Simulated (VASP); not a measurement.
Here is a VASP 6.6.1 calculation.

Contents of INCAR:

```
SYSTEM = LiH5
PREC = Accurate ; ENCUT = 750
EDIFF = 1E-6 ; ISMEAR = 0
SIGMA = 0.1 ; LREAL = .FALSE.
LASPH = .TRUE. ; NELM = 120
ALGO = Normal ; ISIF = 2
LWAVE = .FALSE. ; LCHARG = .TRUE.
GGA = PE ; LELF = .TRUE.
LVHAR = .TRUE. ; NBANDS = 13
GGA_COMPAT = .FALSE.
```

File KPOINTS:

```
Automatic mesh
0
G
  16 16 10
  0 0 0
```

Contents of POSCAR:

```
LiH5
1.0
    1.0870403683     -4.6117355490      0.0000000000
    1.0870403683      4.6117355490      0.0000000000
    0.0000000000      0.0000000000      3.5996938620
Li H
1 5
Direct
    0.5000000000      0.5000000000      0.5000000000
    0.7514216159      0.2485783841      0.7571951777
    0.2485783841      0.7514216159      0.2428048223
    0.2485783841      0.7514216159      0.7571951777
    0.7514216159      0.2485783841      0.2428048223
    0.0000000000      0.0000000000      0.0000000000
```

Potentials or basis: VASP PAW PBE potentials, release 64 (Li_sv, H).

Command:

```console
$ cat potpaw_PBE.64/Li_sv/POTCAR potpaw_PBE.64/H/POTCAR > POTCAR
$ mpirun -np 1 vasp_std > vasp.out
```

Problem. What does it give for the pressure?

Solution. -0.1 GPa.

Problem. What does it give for the band gap on the k mesh?

Solution. Zero (bands 4 and 5 overlap by 1.90 eV).

Stress tensor (GPa, compression positive):
```
-0.18  0.00  0.00
 0.00 -0.03  0.00
 0.00  0.00 -0.08
```
